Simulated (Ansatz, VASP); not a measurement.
## One calculation of NbAl2N3, two programs

```
Al Nb N
1.0
     4.29985    0.00000    0.00000
    -2.14992    3.72378    0.00000
     0.00000    0.00000    4.06538
Al Nb N
2 1 3
Direct
  0.33333 0.66667 0.50000
  0.66667 0.33333 0.50000
  0.00000 0.00000 0.00000
  0.33333 0.66667 0.00000
  0.66667 0.33333 0.00000
  0.00000 0.00000 0.50000
```

Alike in both runs: functional PBE; k mesh 3 × 3 × 3; occupations gaussian, width 0.15 eV; no spin polarisation.

Ansatz relaxed the structure, and its values are those at the end. VASP's run is a single point on that final structure, the one shown.

```csv
,VASP,Ansatz
version,VASP 6.6.1,Ansatz 0.2.0
potentials or method,"VASP PAW PBE potentials, release 64 (Al, Nb_sv, N), cutoff 600 eV","scalar-relativistic, plane waves, PAW"
valence electrons in the cell,34,34
```

Ansatz gave:

* gap on the k mesh at the Fermi level (eV): none
* pressure (GPa): -0.4

Problem. Which values does VASP return?

Solution. gap on the k mesh at the Fermi level (eV): none; pressure (GPa): -0.9.

A gap of «none» marks a metal or a gap that the smearing closes.

The k mesh is coarse, so the values compare programs but aren't converged.
